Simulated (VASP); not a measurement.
Wanted: the native input for a VASP 6.6.1 run.

```yaml
Task: electric field gradients
Functional: PBE
Potentials_or_basis: VASP PAW PBE potentials, release 64 (Ta_pv)
Cutoff: 520 eV
k_mesh: 17 × 17 × 17
Occupations: fermi-dirac, width 0.08 eV
Spin: no spin polarisation
Dipole_correction: no
Further_INCAR_settings: ALGO = Normal; EDIFF = 1e-08; NBANDS = 12
```

The structure of Ta lies in POSCAR:

```
Ta
1.0
   -1.6676303703      1.6676303703      1.6676303703
    1.6676303703     -1.6676303703      1.6676303703
    1.6676303703      1.6676303703     -1.6676303703
Ta
1
Direct
    0.0000000000      0.0000000000      0.0000000000
```

This cell differs from its parent crystal: volume scaled by 1.03.

These files were run (other wordings do the same):

INCAR

```
PREC     = Accurate       # precision mode
ENCUT    = 520            # plane-wave cutoff, eV
EDIFF    = 1E-8           # SCF threshold, eV
ISMEAR   = -1             # smearing method
SIGMA    = 0.08           # smearing width, eV
LREAL    = False          # projectors in reciprocal space
LASPH    = True           # aspherical terms in the spheres
NELM     = 100            # most SCF steps
ALGO     = Normal         # electronic algorithm
ISIF     = 2              # what is computed and relaxed
LWAVE    = False          # write WAVECAR
LCHARG   = False          # write CHGCAR
GGA      = PE             # functional
LEFG     = True         
NBANDS   = 12             # bands
```

KPOINTS

```
Automatic mesh
0
Gamma
  17 17 17
```

Potentials or basis: VASP PAW PBE potentials, release 64 (Ta_pv).

Run with:

```console
$ cat potpaw_PBE.64/Ta_pv/POTCAR > POTCAR
$ mpirun -np 1 vasp_std > vasp.out
```

It gave:

The pressure is -2.6 GPa.

Caveat: without QUAD_EFG the Cq values of the log hold for a quadrupole moment of 1 mb, not for the nuclei.

It took 11 s on 1 thread of Intel(R) Xeon(R) 6975P-C (Granite Rapids) (shared host), peak memory 0.16 GiB.
